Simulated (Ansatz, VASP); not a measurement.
**NaH: VASP beside Ansatz**

```
Na H
1.0
     0.04432    2.64124    2.64124
     2.64124    0.04432    2.64124
     2.64124    2.64124    0.04432
Na H
1 1
Cartesian
  0.0077 0.0077 0.0077
  1.3240 1.3240 1.3240
```

Change from the starting cell: shear_111 strain +2.6%.

Alike in both runs: task single point; functional r2SCAN; k mesh 8 × 8 × 8; no spin polarisation.

|  | VASP | Ansatz |
| --- | --- | --- |
| version | VASP 6.6.1 | Ansatz 0.2.0 |
| potentials or method | VASP PAW PBE potentials, release 64 (Na_pv, H) | plane waves, PAW |
| plane-wave cutoff (eV) | 520 | 500 |
| occupations | gaussian, width 0.01 eV | fixed |
| valence electrons in the cell | 8 | 10 |

VASP gave:

* gap on the k mesh at the Fermi level (eV): 3.91
* pressure (GPa): -0.6
* traceless stress, the component that is largest in VASP (GPa): -0.26

Problem. Estimate Ansatz's values.

Solution. gap on the k mesh at the Fermi level (eV): 3.91; pressure (GPa): -0.4; traceless stress, the component that is largest in VASP (GPa): -0.24.

VASP's potentials were made for PBE, not for r2SCAN. VASP's potentials hold 8 valence electrons a cell and Ansatz's 10, so a difference there can come from the potentials and not from the codes.
